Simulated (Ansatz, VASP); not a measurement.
# Two plane-wave programs on LuHfO

```
Lu Hf O
1.0
     3.39115    0.00000    0.00000
     0.00000    3.39115    0.00000
     0.00000    0.00000    4.37412
Lu Hf O
1 1 1
Direct
  0.00000 0.00000 0.00000
  0.50000 0.50000 0.50000
  0.50000 0.50000 0.00000
```

Change from the starting cell: species swapped into the DyCoC type (P4/mmm, No. 123).

Alike in both runs: functional PBE; k mesh 6 × 6 × 6; occupations gaussian, width 0.1 eV; no spin polarisation.

Ansatz relaxed the structure, and its values are those at the end. VASP's run is a single point on that final structure, the one shown.

|  | VASP | Ansatz |
| --- | --- | --- |
| version | VASP 6.6.1 | Ansatz 0.2.0 |
| potentials or method | VASP PAW PBE potentials, release 64 (Lu, Hf_pv, O), cutoff 520 eV | scalar-relativistic, plane waves, PAW |
| valence electrons in the cell | 41 | 57 |

Ansatz gave:

| Item | Value |
| --- | --- |
| gap on the k mesh at the Fermi level (eV) | none |
| pressure (GPa) | 0.0 |

Task: Estimate VASP's values.

Result: gap on the k mesh at the Fermi level (eV): none; pressure (GPa): -0.2.

A gap of «none» marks a metal or a gap that the smearing closes. The functional is the same, so the differences come from potentials, cutoffs and numerics. VASP's potentials hold 41 valence electrons a cell and Ansatz's 57, so a difference there can come from the potentials and not from the codes.

Neither program's run includes spin-orbit coupling.
